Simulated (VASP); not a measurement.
# C10O in VASP: a series of runs, part 2 of 2

VASP 6.6.1. The steps go on from the part before.

### Step 4. Single point, PBE

The input, INCAR:

```
SYSTEM = C10O
PREC = Accurate ; ENCUT = 520
EDIFF = 1E-6 ; ISMEAR = 0
SIGMA = 0.1 ; LREAL = .FALSE.
LASPH = .TRUE. ; NELM = 60
ALGO = Normal ; ISIF = 2
LWAVE = .FALSE. ; LCHARG = .FALSE.
LDIPOL = .TRUE. ; IDIPOL = 3
DIPOL = 0.5 0.5 0.321 ; GGA = PE
NBANDS = 34
```

The input, KPOINTS:

```
regular mesh
0
G
  7 3 1
  0 0 0
```

The input, POSCAR:

```
C10O
1.0
    4.2718357708      0.0000000000      0.0000000000
   -2.1359178854      8.6110540238      0.0000000000
    0.0000000000      0.0000000000     20.2788004813
C O
10 1
Direct
    0.1564123854      0.9794914374      0.1972503257
    0.8230790520      0.9794914374      0.1972503257
    0.6461581040      0.9589828748      0.2574344554
    0.3128247708      0.9589828748      0.2574344554
    0.1338042252      0.9383827949      0.3175270426
    0.8045778963      0.9383825959      0.3175270455
    0.6222260098      0.9176685708      0.3778997975
    0.2954418906      0.9176685766      0.3778997213
    0.0947392957      0.8987953138      0.4329048587
    0.8040522437      0.8987946148      0.4329053136
    0.3447392957      1.3987953138      0.3609089447
```

Potentials or basis: VASP PAW PBE potentials, release 64 (C, O).

Run with:

```bash
$ cat potpaw_PBE.64/C/POTCAR potpaw_PBE.64/O/POTCAR > POTCAR
$ mpirun -np 1 vasp_std > vasp.out
```

OUTCAR:

```text
SYSTEM = C10O
   PREC = Accurate
   ENCUT = 520
   EDIFF = 1E-6
   ISMEAR = 0
   LREAL = .FALSE.
   LASPH = .TRUE.
   NELM = 60
   ISIF = 2
   GGA = PE

 ion  position               nearest neighbor table
   1  0.156  0.979  0.197-   2 1.42   4 1.42
   2  0.823  0.979  0.197-   1 1.42   3 1.42
   3  0.646  0.959  0.257-   4 1.42   2 1.42   6 1.43
   4  0.313  0.959  0.257-   3 1.42   1 1.42   5 1.43
   5  0.134  0.938  0.318-   6 1.41   4 1.43   8 1.44
   6  0.805  0.938  0.318-   5 1.41   3 1.43   7 1.44
   7  0.622  0.918  0.378-  10 1.39   8 1.40   6 1.44
   8  0.295  0.918  0.378-   9 1.39   7 1.40   5 1.44
   9  0.095  0.899  0.433-  10 1.24   8 1.39
  10  0.804  0.899  0.433-   9 1.24   7 1.39
  11  0.345  0.399  0.361-

  LATTYP: Found a base centered orthorhombic cell.
 ALAT       =     4.2718357708
 B/A-ratio  =     4.0315473187
 C/A-ratio  =     4.7470927183

  Lattice vectors:

 A1 = (   2.1359178854,  -8.6110540238,   0.0000000000)
 A2 = (   2.1359178854,   8.6110540238,   0.0000000000)
 A3 = (   0.0000000000,   0.0000000000,  20.2788004813)

Analysis of symmetry for initial positions (statically):
=====================================================================
 Subroutine PRICEL returns:
 Original cell was already a primitive cell.

 Routine SETGRP: Setting up the symmetry group for a
 base centered orthorhombic supercell.

 Subroutine GETGRP returns: Found  1 space group operations
 (whereof  1 operations were pure point group operations)
 out of a pool of  8 trial point group operations.

The static configuration has the point symmetry C_1 .

Analysis of symmetry for dynamics (positions and initial velocities):
=====================================================================
 Subroutine PRICEL returns:
 Original cell was already a primitive cell.

 Routine SETGRP: Setting up the symmetry group for a
 base centered orthorhombic supercell.

 Subroutine GETGRP returns: Found  1 space group operations
 (whereof  1 operations were pure point group operations)
 out of a pool of  8 trial point group operations.

The dynamic configuration has the point symmetry C_1 .

 Subroutine INISYM returns: Found  1 space group operations
 (whereof  1 operations are pure point group operations),
 and found     1 'primitive' translations

----------------------------------------------------------------------------------------

                                     Primitive cell

  volume of cell :     745.9559

  direct lattice vectors                    reciprocal lattice vectors
     4.271835771  0.000000000  0.000000000     0.234091396  0.058064901  0.000000000
    -2.135917885  8.611054024  0.000000000     0.000000000  0.116129802  0.000000000
     0.000000000  0.000000000 20.278800481     0.000000000  0.000000000  0.049312581

  length of vectors
     4.271835771  8.872000711 20.278800481     0.241185229  0.116129802  0.049312581

[... 89 lines left out ...]
   number of dos      NEDOS =    301   number of ions     NIONS =     11
   total plane-waves  NPLWV = 358400
   dimension x,y,z NGX =    32 NGY =   70 NGZ =  160
   dimension x,y,z NGXF=    64 NGYF=  140 NGZF=  320
   ions per type =              10   1
   NGX,Y,Z   is equivalent  to a cutoff of  12.45, 13.12, 13.12 a.u.
   NGXF,Y,Z  is equivalent  to a cutoff of  24.91, 26.23, 26.23 a.u.
 SYSTEM =  C10O
   PREC   = accura    normal or accurate (medium, high low for compatibility)
   ISTART =      0    job   : 0-new  1-cont  2-samecut
   ICHARG =      2    charge: 1-file 2-atom 10-const
   ISPIN  =      1    spin polarized calculation?
   LNONCOLLINEAR =      F non collinear calculations
   LSORBIT =      F    spin-orbit coupling
   LASPH  =      T    aspherical Exc in radial PAW
   ENCUT  =  520.0 eV  38.22 Ry    6.18 a.u.   7.94 16.50 37.71*2*pi/ulx,y,z
   NELM   =     60;   NELMIN=  2; NELMDL= -5     # of ELM steps
   EDIFF  = 0.1E-05   stopping-criterion for ELM
   LREAL  =      F    real-space projection
   EDIFFG = 0.1E-04   stopping-criterion for IOM
   NSW    =      0    number of steps for IOM
   IBRION =     -1    ionic relax: 0-MD 1-quasi-New 2-CG
   NFREE  =      0    steps in history (QN), initial steepest desc. (CG)
   ISIF   =      2    stress and relaxation
   ISYM   =      2    0-nonsym 1-usesym 2-fastsym
   POTIM  = 0.5000    time-step for ionic-motion
   TEBEG  =    0.0;   TEEND  =   0.0 temperature during run
   PSTRESS=    0.0 pullay stress
   NELECT =      46.0000    total number of electrons
   NUPDOWN=      -1.0000    fix difference up-down
   EMIN   =  10.00;   EMAX   =-10.00  energy-range for DOS
   EFERMI =   0.00;   METHOD = LEGACY
   ISMEAR =     0;   SIGMA  =   0.10  broadening in eV -4-tet -1-fermi 0-gaus
   EFERMI_NEDOS =   21; number of points for ismear=-14 and -15
   IALGO  =     38    algorithm
   IMIX   =      4    mixing-type and parameters
     AMIX     =   0.40;   BMIX     =  1.00
     AMIX_MAG =   1.60;   BMIX_MAG =  1.00
  volume/ion in A,a.u.               =      67.81       457.63
  Fermi-wavevector in a.u.,A,eV,Ry     =   0.646780  1.222236  5.691644  0.418324
  Thomas-Fermi vector in A             =   1.714874
   LORBIT       =      0    0 simple, 1 ext, 2 COOP (PROOUT), +10 PAW based schemes
   GGA     = PE    functional components
   LHFCALC =     F    Hartree Fock is set to
   AEXX    =    0.0000 exact exchange contribution
   IVDW    =     0    specifies the selected vdW correction
   LEPSILON=     F    determine dielectric tensor
   LRPA    =     F    only Hartree local field effects (RPA)
 non-spin polarized calculation
 Gauss-broadening in eV      SIGMA  =   0.10
  energy-cutoff  :      520.00
  volume of cell :      745.96
 maximum number of plane-waves:     20148
   NGX = 15   NGY = 33   NGZ = 75

 dipolmoment           0.000000      0.000000     -0.162852 electrons x Angstroem

 number of electron      45.9999999 magnetization

 dipolmoment           0.000000      0.000000      0.036791 electrons x Angstroem

 Free energy of the ion-electron system (eV)
  ---------------------------------------------------
  ext. energy  EPLUGINS =         0.00000000
  ---------------------------------------------------
  free energy    TOTEN  =       -83.36846981 eV

  energy without entropy =      -83.21992697  energy(sigma->0) =      -83.29419839

 E-fermi :  -5.3593     XC(G=0):  -2.2576

 val. band max:       -5.3848926179   @ k =   0.4286   0.3333   0.0000
 cond. band min:      -5.3510566405   @ k =   0.1429   0.3333   0.0000
 fundamental gap:      0.0338359775
 Fermi energy:        -5.3593011803

 k-point     1 :       0.0000    0.0000    0.0000
  band No.  band energies     occupation
      1     -23.4550      2.00000
      2     -21.7167      2.00000
      3     -20.2188      2.00000
      4     -19.0198      2.00000
      5     -18.2571      2.00000
      6     -17.5679      2.00000
[... 396 lines left out ...]
     33       1.7396      0.00000
     34       2.0087      0.00000

------------------------ aborting loop because EDIFF is reached ----------------------------------------

 vacuum level on the upper side and lower side of the slab       (xc-potential included)         0.014        -0.173

  FORCE on cell =-STRESS in cart. coord.  units (eV):
  Direction    XX          YY          ZZ          XY          YZ          ZX
  --------------------------------------------------------------------------------------
  -------------------------------------------------------------------------------------
  Total       -1.9872228     -0.7404618     -3.6943780      0.0039592      0.4878370      0.0015505
  in kB       -4.2681928     -1.5903772     -7.9348513      0.0085037      1.0477851      0.0033302
  external PRESSURE =      -4.5978071 kB  Pullay stress =       0.0000000 kB

 VOLUME and BASIS-vectors are now :
 -----------------------------------------------------------------------------
  energy-cutoff  :      520.00
  volume of cell :      745.96
      direct lattice vectors                 reciprocal lattice vectors
     4.271835771  0.000000000  0.000000000     0.234091396  0.058064901  0.000000000
    -2.135917885  8.611054024  0.000000000     0.000000000  0.116129802  0.000000000
     0.000000000  0.000000000 20.278800481     0.000000000  0.000000000  0.049312581

 POSITION                                       TOTAL-FORCE (eV/Angst)
 -----------------------------------------------------------------------------------
     -1.42395      8.43445      4.00000        -7.333732     -0.182959      1.277370
      1.42395      8.43445      4.00000         7.333504     -0.183397      1.276310
      0.71197      8.25785      5.22046        -0.449857      0.175282     -1.192204
     -0.71197      8.25785      5.22046         0.449191      0.175532     -1.191375
     -1.43272      8.08046      6.43907        -0.122066      0.015078     -0.047564
      1.43272      8.08046      6.43907         0.123299      0.012593     -0.047337
      0.69798      7.90209      7.66335         0.017961     -0.009551      0.058087
     -0.69799      7.90209      7.66335        -0.019203     -0.003168      0.058756
     -1.51504      7.73958      8.77879        -0.139094      0.013265     -0.087657
      1.51503      7.73957      8.77880         0.139968      0.010432     -0.087514
      0.62088      3.43405      7.31880         0.000029     -0.023107     -0.016871
 -----------------------------------------------------------------------------------
    total drift:                               -0.000210     -0.000774     -0.000039

  FREE ENERGIE OF THE ION-ELECTRON SYSTEM (eV)
  ---------------------------------------------------
  free  energy   TOTEN  =       -83.3684698103 eV

  energy  without entropy=      -83.2199269701  energy(sigma->0) =      -83.29419839

 vacuum level on the upper side and lower side of the slab         1.241         1.053
```

Run time: 22 min. Hardware: 1 thread of Oxide Virtual Turin-like, shared host; peak memory 0.76 GiB.

Results:

| Property | Result |
| --- | --- |
| Free energy | -83.3685 eV |
| Largest force | 7.446 eV/Å |
| Band gap on the k mesh | zero (band 23 reaches -5.31 eV, above the bottom of band 24 at -5.40 eV) |

Forces on the atoms (eV/Å):
```
C   -7.334 -0.183  1.277
C    7.334 -0.183  1.276
C   -0.450  0.175 -1.192
C    0.449  0.176 -1.191
C   -0.122  0.015 -0.048
C    0.123  0.013 -0.047
C    0.018 -0.010  0.058
C   -0.019 -0.003  0.059
C   -0.139  0.013 -0.088
C    0.140  0.010 -0.088
O    0.000 -0.023 -0.017
```

Levels at points of the mesh, in eV from the Fermi level:
```csv
k point,band 22,band 23,band 24,band 25,band 26,band 27
"(0.00, 0.00, 0.00)",-0.06,0.05,0.89,1.29,1.41,2.32
```

### Step 5. Single point, PBE

The input, INCAR:

```
SYSTEM = C10O
ALGO = Normal ; DIPOL = 0.5 0.5 0.333
EDIFF = 1E-7 ; ENCUT = 520
GGA = PE ; IDIPOL = 3
ISIF = 2 ; ISMEAR = 0
LASPH = .TRUE. ; LCHARG = .FALSE.
LDIPOL = .TRUE. ; LREAL = .FALSE.
LWAVE = .FALSE. ; NBANDS = 34
NELM = 60 ; PREC = Accurate
SIGMA = 0.1
```

The input, KPOINTS:

```
k-points
0
G
  7 3 1
  0 0 0
```

Edit POSCAR of step 4 so:

```diff
@@ -18,2 +18,2 @@
     0.8040522437      0.8987946148      0.4329053136
-    0.3447392957      1.3987953138      0.3609089447
+    0.8447392957      0.8987953138      0.4997699302
```

Potentials or basis: VASP PAW PBE potentials, release 64 (C, O).

Run with:

```bash
$ cat potpaw_PBE.64/C/POTCAR potpaw_PBE.64/O/POTCAR > POTCAR
$ mpirun -np 1 vasp_std > vasp.out
```

OUTCAR:

```text
SYSTEM = C10O
   EDIFF = 1E-7
   ENCUT = 520
   GGA = PE
   ISIF = 2
   ISMEAR = 0
   LASPH = .TRUE.
   LREAL = .FALSE.
   NELM = 60
   PREC = Accurate

 ion  position               nearest neighbor table
   1  0.156  0.979  0.197-   2 1.42   4 1.42
   2  0.823  0.979  0.197-   1 1.42   3 1.42
   3  0.646  0.959  0.257-   4 1.42   2 1.42   6 1.43
   4  0.313  0.959  0.257-   3 1.42   1 1.42   5 1.43
   5  0.134  0.938  0.318-   6 1.41   4 1.43   8 1.44
   6  0.805  0.938  0.318-   5 1.41   3 1.43   7 1.44
   7  0.622  0.918  0.378-  10 1.39   8 1.40   6 1.44
[... 645 lines left out ...]

 VOLUME and BASIS-vectors are now :
 -----------------------------------------------------------------------------
  energy-cutoff  :      520.00
  volume of cell :      745.96
      direct lattice vectors                 reciprocal lattice vectors
     4.271835771  0.000000000  0.000000000     0.234091396  0.058064901  0.000000000
    -2.135917885  8.611054024  0.000000000     0.000000000  0.116129802  0.000000000
     0.000000000  0.000000000 20.278800481     0.000000000  0.000000000  0.049312581

 POSITION                                       TOTAL-FORCE (eV/Angst)
 -----------------------------------------------------------------------------------
     -1.42395      8.43445      4.00000        -6.618243     -0.144354      1.146807
      1.42395      8.43445      4.00000         6.601691     -0.150945      1.168556
      0.71197      8.25785      5.22046        -0.305512      0.161726     -1.210982
     -0.71197      8.25785      5.22046         0.443501      0.068563     -1.117620
     -1.43272      8.08046      6.43907        -0.281479     -0.045478      0.002516
      1.43272      8.08046      6.43907        -0.152454     -0.099388      0.219476
      0.69798      7.90209      7.66335         0.011643      0.028945     -0.282508
     -0.69799      7.90209      7.66335         0.545840      0.229902      0.914827
     -1.51504      7.73958      8.77879         4.271435     -0.262005     -0.611832
      1.51503      7.73957      8.77880        -5.174931      0.264292     -0.525585
      1.68883      7.73958     10.13473         0.658509     -0.051259      0.296346
 -----------------------------------------------------------------------------------
    total drift:                               -0.000321     -0.000474      0.000231

  FREE ENERGIE OF THE ION-ELECTRON SYSTEM (eV)
  ---------------------------------------------------
  free  energy   TOTEN  =       -88.1303288030 eV

  energy  without entropy=      -88.1142009829  energy(sigma->0) =      -88.12226489

 vacuum level on the upper side and lower side of the slab         1.196         1.650
```

stdout:

```text
POSCAR found type information on POSCAR C O
 POSCAR found :  2 types and      11 ions
 scaLAPACK will be used
 LDA part: xc-table for (Slater+PW92), standard interpolation
 -----------------------------------------------------------------------------
|                                                                             |
|           W    W    AA    RRRRR   N    N  II  N    N   GGGG   !!!           |
|           W    W   A  A   R    R  NN   N  II  NN   N  G    G  !!!           |
|           W    W  A    A  R    R  N N  N  II  N N  N  G       !!!           |
|           W WW W  AAAAAA  RRRRR   N  N N  II  N  N N  G  GGG   !            |
|           WW  WW  A    A  R   R   N   NN  II  N   NN  G    G                |
|           W    W  A    A  R    R  N    N  II  N    N   GGGG   !!!           |
|                                                                             |
|     Your reciprocal lattice and k-lattice belong to different lattice       |
|     classes:                                                                |
|                                                                             |
|        The reciprocal lattice is base centered orthorhombic,                |
|        whereas your k-lattice is simple monoclinic.                         |
|                                                                             |
|     Results are often still useful ...                                      |
|                                                                             |
 -----------------------------------------------------------------------------

 POSCAR, INCAR and KPOINTS ok, starting setup
 FFT: planning ... GRIDC
 FFT: planning ... GRID_SOFT
 FFT: planning ... GRID
 WAVECAR not read
 entering main loop
```

Run time: 11 min. Hardware: 1 thread of Oxide Virtual Turin-like, shared host; peak memory 0.75 GiB.

Results:

```
Free energy            : -88.1303 eV
Largest force          : 6.718 eV/Å
Band gap on the k mesh : zero (band 23 reaches -4.12 eV, above the bottom of band 24 at -4.38 eV)
```

Forces on the atoms (eV/Å):
```
C   -6.618 -0.144  1.147
C    6.602 -0.151  1.169
C   -0.306  0.162 -1.211
C    0.444  0.069 -1.118
C   -0.281 -0.045  0.003
C   -0.152 -0.099  0.219
C    0.012  0.029 -0.283
C    0.546  0.230  0.915
C    4.271 -0.262 -0.612
C   -5.175  0.264 -0.526
O    0.659 -0.051  0.296
```
